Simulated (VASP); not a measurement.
MgO: single point with PBE

The system is MgO.

```
Mg O
1.0
     3.28053    0.00000    0.00000
    -1.64026    2.84102    0.00000
     0.00000    0.00000   10.51390
Mg O
4 4
Direct
  0.37205 0.74410 0.96949
  0.97300 0.94601 0.22082
  0.02700 0.05399 0.72082
  0.62795 0.25590 0.46949
  0.36254 0.72507 0.78004
  0.96458 0.92916 0.52964
  0.03542 0.07084 0.02964
  0.63746 0.27493 0.28004
```

This cell differs from its parent crystal: mode 4 frozen in at +0.000 Å and mode 5 at +0.220 Å (largest displacements).

```yaml
Program: VASP 6.6.1
Task: single point
Functional: PBE
Potentials_or_basis: VASP PAW PBE potentials, release 64 (Mg, O)
Cutoff: 520 eV
k_mesh: 9 × 9 × 2
Occupations: gaussian, width 0.05 eV
Spin: no spin polarisation
Dipole_correction: no
Further_INCAR_settings: ALGO = Normal; EDIFF = 1e-07; NBANDS = 26
```

```json
{"Pressure": "-0.8 GPa", "Largest force": "0.211 eV/Å", "Band gap on the k mesh": "3.33 eV, direct"}
```

Forces in eV/Å, atoms in the order of the input:
```
Mg   0.000 -0.204 -0.053
Mg   0.000  0.147 -0.092
Mg   0.000 -0.147 -0.092
Mg   0.000  0.204 -0.053
O    0.000 -0.080  0.018
O    0.000  0.121  0.126
O    0.000 -0.121  0.126
O    0.000  0.080  0.018
```

Stress tensor (GPa, compression positive):
```
 1.63  0.00  0.00
 0.00 -3.32  0.00
 0.00  0.00 -0.72
```

Levels at points of the mesh, in eV from the valence-band top:
```csv
k point,band 12,band 13,band 14,band 15,band 16,band 17,band 18,band 19,band 20,band 21
"(0.00, 0.00, 0.00)",-0.26,-0.24,-0.24,-0.14,0.00,3.33,5.62,5.77,8.33,9.57
"(0.00, 0.00, 0.50)",-0.36,-0.23,-0.23,-0.19,-0.19,4.16,4.16,7.25,7.25,10.77
```

Wall time 93 s on 1 thread of Intel Xeon 6975P-C, on a shared host, peak memory 0.26 GiB.

Caveat: the cell differs from its parent crystal (mode 4 frozen in at +0.000 Å and mode 5 at +0.220 Å (largest displacements)).
